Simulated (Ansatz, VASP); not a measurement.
**Cr in VASP and in Ansatz**

File INCAR:

```
SYSTEM = Cr
ALGO = Fast ; EDIFF = 1E-7
ENCUT = 520 ; GGA = PE
ISIF = 2 ; ISMEAR = 0
LASPH = .TRUE. ; LCHARG = .TRUE.
LELF = .TRUE. ; LREAL = .FALSE.
LVHAR = .TRUE. ; LWAVE = .FALSE.
NBANDS = 12 ; NELM = 100
PREC = Accurate ; SIGMA = 0.1
```

KPOINTS

```
k-points
0
G
  9 9 39
  0 0 0
```

Contents of POSCAR:

```
Cr
1.0
    3.8679400288      0.0000002070      0.0016654672
   -1.9339698351      3.3497344288     -0.0016654671
   -1.9335983861      1.1163635487      0.8569588523
Cr
1
Direct
    0.0000000000      0.0000000000      0.0000000000
```

Input for Ansatz:

```yaml
crystal:
  lattice:
    - [3.8679400288, 2.07e-07, 0.0016654672]
    - [-1.9339698351, 3.3497344288, -0.0016654671]
    - [-1.9335983861, 1.1163635487, 0.8569588523]
  atoms:
    - { symbol: Cr, position: [0.0, 0.0, 0.0] }
basis:
  ecutwfc: 420
kpoints:
  mp_grid: { grid: [9, 9, 39] }
hamiltonian:
  xc: pbe
scf:
  occupations: { method: gaussian, width: 0.1 }
output:
  forces: true
  stress: true
  eigenvalues: true
  write_density: true
  write_potential: true
  elf: true
  volumetric_format: npy
```

Change from the starting cell: band edges of the strained film's bulk.

Alike in both runs: task single point; functional PBE; k mesh 9 × 9 × 39; occupations gaussian, width 0.1 eV; no spin polarisation.

```csv
,VASP,Ansatz
version,VASP 6.6.1,Ansatz 0.2.0
potentials or method,"VASP PAW PBE potentials, release 64 (Cr_pv), cutoff 520 eV","scalar-relativistic, plane waves, PAW"
valence electrons in the cell,12,14
```

```csv
,VASP,Ansatz,Ansatz less VASP
gap on the k mesh at the Fermi level (eV),none,none,-
pressure (GPa),11.2,11.5,+0.38
"traceless stress, the component that is largest in VASP (GPa)",-11.32,-11.53,-0.206
```

A gap of «none» marks a metal or a gap that the smearing closes. VASP's potentials hold 12 valence electrons a cell and Ansatz's 14, so a difference there can come from the potentials and not from the codes.
